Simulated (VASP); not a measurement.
# MnC3 (Pm-3m) in VASP: single point with PBE

Aim: the single point of MnC3 with PBE.

Program: VASP 6.6.1. These are calculated values, not measurements. Logs are shortened: lines on timing, memory, paths and dates and some standing lists are left out, and cuts for length are marked.

## (1) The cell of the first run

Symmetry: Pm-3m, No. 221, cubic system. The conventional cell has a = 3.155 Å, b = 3.155 Å, c = 3.155 Å, α = 90.00°, β = 90.00°, γ = 90.00°. Within 2.9 Å of Mn (site symmetry m-3m) lie 12 C at 2.23 Å. C (site symmetry 4/mmm) has 4 Mn at 2.23 Å and 8 C at 2.23 Å within 2.9 Å.

## (2) Single point, PBE, collinear spin, ferromagnetic start

File INCAR:

```
SYSTEM = MnC3
ALGO = Normal
EDIFF = 1E-7
ENCUT = 520
GGA = PE
ISIF = 2
ISMEAR = 0
ISPIN = 2
LASPH = .True.
LCHARG = .True.
LELF = .True.
LMAXMIX = 4
LORBIT = 11
LREAL = .False.
LVHAR = .True.
LWAVE = .False.
MAGMOM = 2.96 0 0 0
NBANDS = 24
NELM = 150
PREC = Accurate
SIGMA = 0.1
```

File KPOINTS:

```
k-points
0
Gamma
  14 14 14
  0 0 0
```

File POSCAR:

```
MnC3
1.0
    3.1545536540      0.0000000000      0.0000000000
    0.0000000000      3.1545536540      0.0000000000
    0.0000000000      0.0000000000      3.1545536540
Mn C
1 3
Direct
    0.0000000000      0.0000000000      0.0000000000
    0.0000000000      0.5000000000      0.5000000000
    0.5000000000      0.0000000000      0.5000000000
    0.5000000000      0.5000000000      0.0000000000
```

Potentials or basis: VASP PAW PBE potentials, release 64 (Mn_pv, C).

Launch:

```bash
$ cat potpaw_PBE.64/Mn_pv/POTCAR potpaw_PBE.64/C/POTCAR > POTCAR
$ mpirun -np 1 vasp_std > vasp.out
```

OUTCAR:

```text
SYSTEM = MnC3
   EDIFF = 1E-7
   ENCUT = 520
   GGA = PE
   ISIF = 2
   ISMEAR = 0
   ISPIN = 2
   LASPH = .True.
   LORBIT = 11
   LREAL = .False.
   NELM = 150
   PREC = Accurate

 ion  position               nearest neighbor table
   1  0.000  0.000  0.000-   2 2.23   3 2.23   4 2.23   2 2.23   3 2.23   2 2.23   4 2.23   2 2.23
                             3 2.23   4 2.23   3 2.23   4 2.23
   2  0.000  0.500  0.500-   1 2.23   1 2.23   1 2.23   1 2.23
   3  0.500  0.000  0.500-   1 2.23   1 2.23   1 2.23   1 2.23
   4  0.500  0.500  0.000-   1 2.23   1 2.23   1 2.23   1 2.23

  LATTYP: Found a simple cubic cell.
 ALAT       =     3.1545536540

  Lattice vectors:

 A1 = (   3.1545536540,   0.0000000000,   0.0000000000)
 A2 = (   0.0000000000,   3.1545536540,   0.0000000000)
 A3 = (   0.0000000000,   0.0000000000,   3.1545536540)

Analysis of symmetry for initial positions (statically):
=====================================================================
 Subroutine PRICEL returns:
 Original cell was already a primitive cell.

 Routine SETGRP: Setting up the symmetry group for a
 simple cubic supercell.

 Subroutine GETGRP returns: Found 48 space group operations
 (whereof 48 operations were pure point group operations)
 out of a pool of 48 trial point group operations.

The static configuration has the point symmetry O_h .

Analysis of symmetry for dynamics (positions and initial velocities):
=====================================================================
 Subroutine PRICEL returns:
 Original cell was already a primitive cell.

 Routine SETGRP: Setting up the symmetry group for a
 simple cubic supercell.

 Subroutine GETGRP returns: Found 48 space group operations
 (whereof 48 operations were pure point group operations)
 out of a pool of 48 trial point group operations.

The dynamic configuration has the point symmetry O_h .

Analysis of structural, dynamic, and magnetic symmetry:
=====================================================================
 Subroutine PRICEL returns:
 Original cell was already a primitive cell.

 Routine SETGRP: Setting up the symmetry group for a
 simple cubic supercell.

 Subroutine GETGRP returns: Found 48 space group operations
 (whereof 48 operations were pure point group operations)
 out of a pool of 48 trial point group operations.

The overall configuration has the point symmetry O_h .

 Subroutine INISYM returns: Found 48 space group operations
 (whereof 48 operations are pure point group operations),
 and found     1 'primitive' translations

----------------------------------------------------------------------------------------

                                     Primitive cell

  volume of cell :      31.3916

  direct lattice vectors                    reciprocal lattice vectors
     3.154553654  0.000000000  0.000000000     0.317002058  0.000000000  0.000000000
     0.000000000  3.154553654  0.000000000     0.000000000  0.317002058  0.000000000
     0.000000000  0.000000000  3.154553654     0.000000000  0.000000000  0.317002058

  length of vectors
     3.154553654  3.154553654  3.154553654     0.317002058  0.317002058  0.317002058

  position of ions in fractional coordinates (direct lattice)
     0.000000000  0.000000000  0.000000000
     0.000000000  0.500000000  0.500000000
     0.500000000  0.000000000  0.500000000
     0.500000000  0.500000000  0.000000000

  ion indices of the primitive-cell ions
   primitive index   ion index
                 1           1
                 2           2
                 3           3
                 4           4

----------------------------------------------------------------------------------------

 KPOINTS: k-points

Automatic generation of k-mesh.
 Grid dimensions read from file:
 generate k-points for:   14   14   14

 Generating k-lattice:

  Cartesian coordinates                     Fractional coordinates (reciprocal lattice)
     0.022643004  0.000000000  0.000000000     0.071428571  0.000000000  0.000000000
     0.000000000  0.022643004  0.000000000     0.000000000  0.071428571  0.000000000
     0.000000000  0.000000000  0.022643004     0.000000000  0.000000000  0.071428571

  Length of vectors
     0.022643004  0.022643004  0.022643004

  Shift w.r.t. Gamma in fractional coordinates (k-lattice)
     0.000000000  0.000000000  0.000000000

 Subroutine IBZKPT returns following result:
 ===========================================

 Found    120 irreducible k-points:

 Following reciprocal coordinates:
            Coordinates               Weight
  0.000000  0.000000  0.000000      1.000000
  0.071429  0.000000  0.000000      6.000000
  0.142857  0.000000  0.000000      6.000000
  0.214286  0.000000  0.000000      6.000000
  0.285714  0.000000  0.000000      6.000000
  0.357143  0.000000  0.000000      6.000000
[... 16 lines left out ...]
  0.285714  0.214286  0.000000     24.000000
  0.357143  0.214286  0.000000     24.000000
 [... further k-points ...]
   k-points           NKPTS =    120   k-points in BZ     NKDIM =    120   number of bands    NBANDS=     24
   number of dos      NEDOS =    301   number of ions     NIONS =      4
   total plane-waves  NPLWV =  13824
   dimension x,y,z NGX =    24 NGY =   24 NGZ =   24
   dimension x,y,z NGXF=    48 NGYF=   48 NGZF=   48
   ions per type =               1   3
   NGX,Y,Z   is equivalent  to a cutoff of  12.65, 12.65, 12.65 a.u.
   NGXF,Y,Z  is equivalent  to a cutoff of  25.30, 25.30, 25.30 a.u.
 SYSTEM =  MnC3
   PREC   = accura    normal or accurate (medium, high low for compatibility)
   ISTART =      0    job   : 0-new  1-cont  2-samecut
   ICHARG =      2    charge: 1-file 2-atom 10-const
   ISPIN  =      2    spin polarized calculation?
   LNONCOLLINEAR =      F non collinear calculations
   LSORBIT =      F    spin-orbit coupling
   LASPH  =      T    aspherical Exc in radial PAW
   ENCUT  =  520.0 eV  38.22 Ry    6.18 a.u.   5.87  5.87  5.87*2*pi/ulx,y,z
   NELM   =    150;   NELMIN=  2; NELMDL= -5     # of ELM steps
   EDIFF  = 0.1E-06   stopping-criterion for ELM
   LREAL  =      F    real-space projection
   EDIFFG = 0.1E-05   stopping-criterion for IOM
   NSW    =      0    number of steps for IOM
   IBRION =     -1    ionic relax: 0-MD 1-quasi-New 2-CG
   NFREE  =      0    steps in history (QN), initial steepest desc. (CG)
   ISIF   =      2    stress and relaxation
   ISYM   =      2    0-nonsym 1-usesym 2-fastsym
   POTIM  = 0.5000    time-step for ionic-motion
   TEBEG  =    0.0;   TEEND  =   0.0 temperature during run
   PSTRESS=    0.0 pullay stress
   NELECT =      25.0000    total number of electrons
   NUPDOWN=      -1.0000    fix difference up-down
   EMIN   =  10.00;   EMAX   =-10.00  energy-range for DOS
   EFERMI =   0.00;   METHOD = LEGACY
   ISMEAR =     0;   SIGMA  =   0.10  broadening in eV -4-tet -1-fermi 0-gaus
   EFERMI_NEDOS =   21; number of points for ismear=-14 and -15
   IALGO  =     38    algorithm
   IMIX   =      4    mixing-type and parameters
     AMIX     =   0.40;   BMIX     =  1.00
     AMIX_MAG =   1.60;   BMIX_MAG =  1.00
  volume/ion in A,a.u.               =       7.85        52.96
  Fermi-wavevector in a.u.,A,eV,Ry     =   1.517459  2.867581 31.329881  2.302681
  Thomas-Fermi vector in A             =   2.626711
   LORBIT       =     11    0 simple, 1 ext, 2 COOP (PROOUT), +10 PAW based schemes
   GGA     = PE    functional components
   LHFCALC =     F    Hartree Fock is set to
   AEXX    =    0.0000 exact exchange contribution
   IVDW    =     0    specifies the selected vdW correction
   LEPSILON=     F    determine dielectric tensor
   LRPA    =     F    only Hartree local field effects (RPA)
 spin polarized calculation
 Gauss-broadening in eV      SIGMA  =   0.10
  energy-cutoff  :      520.00
  volume of cell :       31.39
 maximum number of plane-waves:       876
 NGX is ok and might be reduce to    24
   NGX = 11   NGY = 11   NGZ = 11

 number of electron      24.9999979 magnetization      -0.0023547

 number of electron      24.9999979 magnetization       0.0003959

 Free energy of the ion-electron system (eV)
  ---------------------------------------------------
  ext. energy  EPLUGINS =         0.00000000
  ---------------------------------------------------
  free energy    TOTEN  =       -25.77544296 eV

  energy without entropy =      -25.75696092  energy(sigma->0) =      -25.76620194

 E-fermi :   9.1992     XC(G=0): -13.2791

 val. band max:        9.1991556073   @ k =   0.3571   0.1429   0.0714
 cond. band min:       9.1995016980   @ k =   0.3571   0.1429   0.0714
 fundamental gap:      0.0003460907
 Fermi energy:         9.1991910316

 spin component 1

 k-point     1 :       0.0000    0.0000    0.0000
  band No.  band energies     occupation
      1     -39.1529      1.00000
      2     -39.1529      1.00000
      3     -39.1529      1.00000
      4      -8.0028      1.00000
      5       1.8722      1.00000
      6       1.8722      1.00000
[... 16 lines left out ...]
     23      25.7850      0.00000
     24      27.3017      0.00000
[... 598 lines left out ...]
      2     -39.1649      1.00000
      3     -39.1479      1.00000
      4      -5.9098      1.00000
      5      -2.2987      1.00000
      6       0.4609      1.00000
[... 16 lines left out ...]
     23      24.9254      0.00000
     24      25.9586      0.00000

 [... further k-points ...]

 spin component 2

 k-point     1 :       0.0000    0.0000    0.0000
  band No.  band energies     occupation
      1     -39.1524      1.00000
      2     -39.1524      1.00000
      3     -39.1524      1.00000
      4      -8.0028      1.00000
      5       1.8723      1.00000
      6       1.8723      1.00000
[... 16 lines left out ...]
     23      25.7851      0.00000
     24      27.3018      0.00000
[... 598 lines left out ...]
      2     -39.1644      1.00000
      3     -39.1473      1.00000
      4      -5.9098      1.00000
      5      -2.2988      1.00000
      6       0.4609      1.00000
[... 16 lines left out ...]
     23      24.9255      0.00000
     24      25.9586      0.00000

 [... further k-points ...]
[... 5 lines left out ...]
  --------------------------------------------------------------------------------------
  -------------------------------------------------------------------------------------
  Total       -3.2842420     -3.2842420     -3.2842420      0.0000000     -0.0000000      0.0000000
  in kB     -167.6223700   -167.6223700   -167.6223700      0.0000000     -0.0000000      0.0000000
  external PRESSURE =    -167.6223700 kB  Pullay stress =       0.0000000 kB

 VOLUME and BASIS-vectors are now :
 -----------------------------------------------------------------------------
  energy-cutoff  :      520.00
  volume of cell :       31.39
      direct lattice vectors                 reciprocal lattice vectors
     3.154553654  0.000000000  0.000000000     0.317002058  0.000000000  0.000000000
     0.000000000  3.154553654  0.000000000     0.000000000  0.317002058  0.000000000
     0.000000000  0.000000000  3.154553654     0.000000000  0.000000000  0.317002058

 POSITION                                       TOTAL-FORCE (eV/Angst)
 -----------------------------------------------------------------------------------
      0.00000      0.00000      0.00000         0.000000      0.000000      0.000000
      0.00000      1.57728      1.57728         0.000000      0.000000      0.000000
      1.57728      0.00000      1.57728         0.000000      0.000000      0.000000
      1.57728      1.57728      0.00000         0.000000      0.000000      0.000000
 -----------------------------------------------------------------------------------
    total drift:                               -0.000000      0.000000     -0.000000

  FREE ENERGIE OF THE ION-ELECTRON SYSTEM (eV)
  ---------------------------------------------------
  free  energy   TOTEN  =       -25.7754429598 eV

  energy  without entropy=      -25.7569609193  energy(sigma->0) =      -25.76620194

 total charge

# of ion       s       p       d       tot
------------------------------------------
    1        0.279   6.307   5.226  11.812
    2        0.970   1.174   0.000   2.144
    3        0.970   1.174   0.000   2.144
    4        0.970   1.174   0.000   2.144
--------------------------------------------------
tot          3.188   9.829   5.226  18.243

 magnetization (x)

# of ion       s       p       d       tot
------------------------------------------
    1        0.000   0.000   0.001   0.001
    2        0.000  -0.000   0.000  -0.000
    3        0.000  -0.000   0.000  -0.000
    4        0.000  -0.000   0.000  -0.000
--------------------------------------------------
tot          0.000  -0.000   0.001   0.001
```

Run time: 6 min. Hardware: 1 thread of Oxide Virtual Turin-like, shared host; peak memory 0.22 GiB.

Results:

```
Free energy                                           : -25.7754 eV
Pressure                                              : -16.8 GPa
Net moment                                            : 0.00 μB per cell
Valence electrons inside the program's atomic spheres : Mn 11.81; C 2.14
```

Caveat: the starting moments collapsed, and a magnetic state may lie lower.
